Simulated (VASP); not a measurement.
# Au (Fm-3m) in VASP: a series of runs, part 2 of 2

VASP 6.6.1.

## Step 4: Single point, PBEsol (equal strain along all axes, cell held: +2.0 %)

Input file INCAR:

```
PREC = Accurate
ENCUT = 520
EDIFF = 1E-6
ISMEAR = 0
SIGMA = 0.1
LREAL = F
LASPH = T
NELM = 80
ALGO = Fast
ISIF = 2
LWAVE = F
LCHARG = F
GGA = PS
NBANDS = 18
```

Input file KPOINTS:

```
regular mesh
0
Gamma
  18 18 14
```

Input file POSCAR:

```
Au
1.0
    2.0827175336      2.0827175336      0.0000000000
   -2.0827175336      2.0827175336      0.0000000000
    0.0000000000      0.0000000000      4.1654350671
Au
2
Direct
    0.0000000000      0.0000000000      0.0000000000
    0.5000000000      0.5000000000      0.5000000000
```

Potentials or basis: VASP PAW PBE potentials, release 64 (Au).

On the command line:

```bash
$ cat potpaw_PBE.64/Au/POTCAR > POTCAR
$ mpirun -np 1 vasp_std > vasp.out
```

OUTCAR:

```text
PREC = Accurate
   ENCUT = 520
   EDIFF = 1E-6
   ISMEAR = 0
   LREAL = F
   LASPH = T
   NELM = 80
   ISIF = 2
   GGA = PS

 ion  position               nearest neighbor table
   1  0.000  0.000  0.000-   2 2.95   2 2.95   2 2.95   2 2.95   2 2.95   2 2.95   2 2.95   2 2.95

   2  0.500  0.500  0.500-   1 2.95   1 2.95   1 2.95   1 2.95   1 2.95   1 2.95   1 2.95   1 2.95

  LATTYP: Found a simple tetragonal cell.
 ALAT       =     2.9454073826
 C/A-ratio  =     1.4142135623

  Lattice vectors:

 A1 = (   2.0827175336,   2.0827175336,   0.0000000000)
 A2 = (  -2.0827175336,   2.0827175336,   0.0000000000)
 A3 = (   0.0000000000,   0.0000000000,   4.1654350671)

Analysis of symmetry for initial positions (statically):
=====================================================================
 Subroutine PRICEL returns following result:

  LATTYP: Found a face centered cubic cell.
 ALAT       =     4.1654350671

  Lattice vectors:

 A1 = (   0.0000000000,  -2.0827175336,  -2.0827175335)
 A2 = (   2.0827175336,   0.0000000000,  -2.0827175335)
 A3 = (   2.0827175336,  -2.0827175336,   0.0000000000)

   2 primitive cells build up your supercell.

 Routine SETGRP: Setting up the symmetry group for a
 simple tetragonal supercell.

 Subroutine GETGRP returns: Found 16 space group operations
 (whereof 16 operations were pure point group operations)
 out of a pool of 16 trial point group operations.

The static configuration has the point symmetry D_4h.

Analysis of symmetry for dynamics (positions and initial velocities):
=====================================================================
 Subroutine PRICEL returns following result:

  LATTYP: Found a face centered cubic cell.
 ALAT       =     4.1654350671

  Lattice vectors:

[... 120 lines left out ...]
   TEBEG  =    0.0;   TEEND  =   0.0 temperature during run
   PSTRESS=    0.0 pullay stress
   NELECT =      22.0000    total number of electrons
   NUPDOWN=      -1.0000    fix difference up-down
   EMIN   =  10.00;   EMAX   =-10.00  energy-range for DOS
   EFERMI =   0.00;   METHOD = LEGACY
   ISMEAR =     0;   SIGMA  =   0.10  broadening in eV -4-tet -1-fermi 0-gaus
   EFERMI_NEDOS =   21; number of points for ismear=-14 and -15
   IALGO  =     68    algorithm
   IMIX   =      4    mixing-type and parameters
     AMIX     =   0.40;   BMIX     =  1.00
     AMIX_MAG =   1.60;   BMIX_MAG =  1.00
  volume/ion in A,a.u.               =      18.07       121.93
  Fermi-wavevector in a.u.,A,eV,Ry     =   1.387497  2.621989 26.193224  1.925148
  Thomas-Fermi vector in A             =   2.511712
   LORBIT       =      0    0 simple, 1 ext, 2 COOP (PROOUT), +10 PAW based schemes
   GGA     = PS    functional components
   LHFCALC =     F    Hartree Fock is set to
   AEXX    =    0.0000 exact exchange contribution
   IVDW    =     0    specifies the selected vdW correction
   LEPSILON=     F    determine dielectric tensor
   LRPA    =     F    only Hartree local field effects (RPA)
 non-spin polarized calculation
 RMM-DIIS sequential band-by-band and
 Gauss-broadening in eV      SIGMA  =   0.10
  energy-cutoff  :      520.00
  volume of cell :       36.14
 maximum number of plane-waves:       999
 NGX is ok and might be reduce to    24
   NGX = 11   NGY = 11   NGZ = 15

 number of electron      21.9999995 magnetization

 Free energy of the ion-electron system (eV)
  ---------------------------------------------------
  ext. energy  EPLUGINS =         0.00000000
  ---------------------------------------------------
  free energy    TOTEN  =        -7.78599595 eV

  energy without entropy =       -7.78341694  energy(sigma->0) =       -7.78470644

 E-fermi :   8.3234     XC(G=0): -12.5409

 val. band max:        8.3121739082   @ k =   0.5000   0.1111   0.2857
 cond. band min:       8.3277136707   @ k =   0.5000   0.2222   0.0000
 fundamental gap:      0.0155397625
 Fermi energy:         8.3234231504

 k-point     1 :       0.0000    0.0000    0.0000
  band No.  band energies     occupation
      1      -0.9830      2.00000
      2       1.7872      2.00000
      3       2.0797      2.00000
      4       3.9549      2.00000
      5       3.9549      2.00000
      6       3.9570      2.00000
[... 481 lines left out ...]
      5       3.8375      2.00000
      6       4.1459      2.00000
[... 10 lines left out ...]
     17      21.7637      0.00000
     18      25.0668      0.00000

 [... further k-points ...]
[... 5 lines left out ...]
  --------------------------------------------------------------------------------------
  -------------------------------------------------------------------------------------
  Total       -1.9951592     -1.9951592     -2.0921497      0.0000000      0.0000000     -0.0000000
  in kB      -88.4579839    -88.4579839    -92.7581831      0.0000000      0.0000000     -0.0000000
  external PRESSURE =     -89.8913836 kB  Pullay stress =       0.0000000 kB

 VOLUME and BASIS-vectors are now :
 -----------------------------------------------------------------------------
  energy-cutoff  :      520.00
  volume of cell :       36.14
      direct lattice vectors                 reciprocal lattice vectors
     2.082717534  2.082717534  0.000000000     0.240070961  0.240070961  0.000000000
    -2.082717534  2.082717534  0.000000000    -0.240070961  0.240070961  0.000000000
     0.000000000  0.000000000  4.165435067     0.000000000  0.000000000  0.240070961

 POSITION                                       TOTAL-FORCE (eV/Angst)
 -----------------------------------------------------------------------------------
      0.00000      0.00000      0.00000         0.000000      0.000000      0.000000
      0.00000      2.08272      2.08272        -0.000000     -0.000000     -0.000000
 -----------------------------------------------------------------------------------
    total drift:                               -0.000000      0.000000     -0.000000

  FREE ENERGIE OF THE ION-ELECTRON SYSTEM (eV)
  ---------------------------------------------------
  free  energy   TOTEN  =        -7.7859959543 eV

  energy  without entropy=       -7.7834169353  energy(sigma->0) =       -7.78470644
```

stdout:

```text
POSCAR found type information on POSCAR Au
 POSCAR found :  1 types and       2 ions
 scaLAPACK will be used
 -----------------------------------------------------------------------------
|                                                                             |
|                                                                             |
|     You enforced a specific xc type in the INCAR file but a different       |
|     I HOPE YOU KNOW WHAT YOU ARE DOING!                                     |
|                                                                             |
 -----------------------------------------------------------------------------

 LDA part: xc-table for (Slater+PW92), standard interpolation
 POSCAR, INCAR and KPOINTS ok, starting setup
 FFT: planning ... GRIDC
 FFT: planning ... GRID_SOFT
 FFT: planning ... GRID
 WAVECAR not read
 entering main loop
```

Wall time 3.4 min (1 thread of Intel Xeon 8259CL, shared host); peak memory 0.34 GiB.

Results:

| Quantity | Value |
| --- | --- |
| Free energy | -7.7860 eV |
| Pressure | -9.0 GPa |
| Band gap on the k mesh | zero (bands 11 and 12 overlap by 6.90 eV) |

Levels at points of the mesh, in eV from the Fermi level:
| k point | band 9 | band 10 | band 11 | band 12 | band 13 | band 14 |
| --- | --- | --- | --- | --- | --- | --- |
| (0.00, 0.00, 0.00) | -1.94 | -1.61 | -1.61 | 1.13 | 5.29 | 9.79 |
| (0.50, 0.00, 0.00) | -3.00 | -3.00 | -0.33 | -0.33 | 8.17 | 8.17 |
| (0.50, 0.50, 0.00) | -1.61 | -1.61 | 1.13 | 1.13 | 5.29 | 5.29 |
| (0.00, 0.00, 0.50) | -3.25 | -3.25 | -2.49 | -2.49 | 14.29 | 14.29 |
| (0.50, 0.00, 0.50) | -1.90 | -1.90 | -0.75 | -0.75 | 2.76 | 2.76 |
| (0.50, 0.50, 0.50) | -1.61 | -1.61 | 4.38 | 4.38 | 6.08 | 6.08 |

Caveat: the cell differs from its parent crystal (equal strain along all axes, cell held: +2.0 %); the cell stands under tension; the PAW data sets were made with another functional, which shifts forces and pressure a little; spin-orbit coupling is left out, which moves the levels of the heavy elements.

## Step 5: Single point, PBEsol (equal strain along all axes, cell held: +3.0 %)

Input file INCAR:

```
PREC     = Accurate       # precision mode
ENCUT    = 520            # plane-wave cutoff, eV
EDIFF    = 1E-6           # SCF threshold, eV
ISMEAR   = 0              # smearing method
SIGMA    = 0.1            # smearing width, eV
LREAL    = False          # projectors in reciprocal space
LASPH    = True           # aspherical terms in the spheres
NELM     = 60             # most SCF steps
ALGO     = Fast           # electronic algorithm
ISIF     = 2              # what is computed and relaxed
LWAVE    = False          # write WAVECAR
LCHARG   = False          # write CHGCAR
GGA      = PS             # functional
NBANDS   = 18             # bands
```

Input file KPOINTS:

```
Automatic mesh
0
Gamma
  18 18 14
```

Input file POSCAR:

```
Au
1.0
    2.1031363329      2.1031363329      0.0000000000
   -2.1031363329      2.1031363329      0.0000000000
    0.0000000000      0.0000000000      4.2062726658
Au
2
Direct
    0.0000000000      0.0000000000      0.0000000000
    0.5000000000      0.5000000000      0.5000000000
```

On the command line:

```bash
$ cat potpaw_PBE.64/Au/POTCAR > POTCAR
$ mpirun -np 1 vasp_std > vasp.out
```

Wall time 3.7 min (1 thread of Intel Xeon 8259CL, shared host); peak memory 0.34 GiB.

Results (log left out):

* Free energy: -7.7151 eV
* Pressure: -12.2 GPa
* Band gap on the k mesh: zero (bands 11 and 12 overlap by 6.73 eV)

Levels at points of the mesh, in eV from the Fermi level:
```csv
k point,band 7,band 8,band 9,band 10,band 11,band 12,band 13,band 14,band 15,band 16
"(0.00, 0.00, 0.00)",-2.91,-2.91,-1.91,-1.60,-1.60,1.22,5.08,9.72,9.72,14.60
"(0.50, 0.00, 0.00)",-3.41,-3.41,-2.91,-2.91,-0.35,-0.35,8.02,8.02,9.61,9.61
"(0.50, 0.50, 0.00)",-1.60,-1.60,-1.60,-1.60,1.22,1.22,5.08,5.08,9.72,9.72
"(0.00, 0.00, 0.50)",-3.15,-3.15,-3.15,-3.15,-2.43,-2.43,14.07,14.07,14.07,14.07
"(0.50, 0.00, 0.50)",-1.88,-1.88,-1.88,-1.88,-0.61,-0.61,2.63,2.63,14.02,14.02
"(0.50, 0.50, 0.50)",-3.02,-3.02,-1.60,-1.60,4.24,4.24,6.00,6.00,6.00,6.00
```

Caveat: the cell differs from its parent crystal (equal strain along all axes, cell held: +3.0 %); the cell stands under tension; the PAW data sets were made with another functional, which shifts forces and pressure a little; spin-orbit coupling is left out, which moves the levels of the heavy elements.

## Step 6: Overview

| cell | gap on the mesh (eV) | pressure (GPa) |
| --- | --- | --- |
| a = 2.888, b = 2.888, c = 4.084 Å, 2 atoms | none | -0.4 |
| a = 2.917, b = 2.917, c = 4.125 Å, 2 atoms | none | -5.1 |
| a = 2.945, b = 2.945, c = 4.165 Å, 2 atoms | none | -9.0 |
| a = 2.974, b = 2.974, c = 4.206 Å, 2 atoms | none | -12.2 |

Alike in all rows: task single point; level PBEsol; potentials or basis VASP PAW PBE potentials, release 64 (Au); no spin polarisation; k mesh 18 × 18 × 14; cutoff (eV) 520; smearing gaussian 0.1 eV.

Caveats: the PAW data sets were made with another functional, which shifts forces and pressure a little; spin-orbit coupling is left out, which moves the levels of the heavy elements; the cell stands under tension (at least some runs).

Absolute energies hang on the potentials; compare differences alone.

The gap in the log of VASP goes by the Fermi energy; the results here count the filled bands.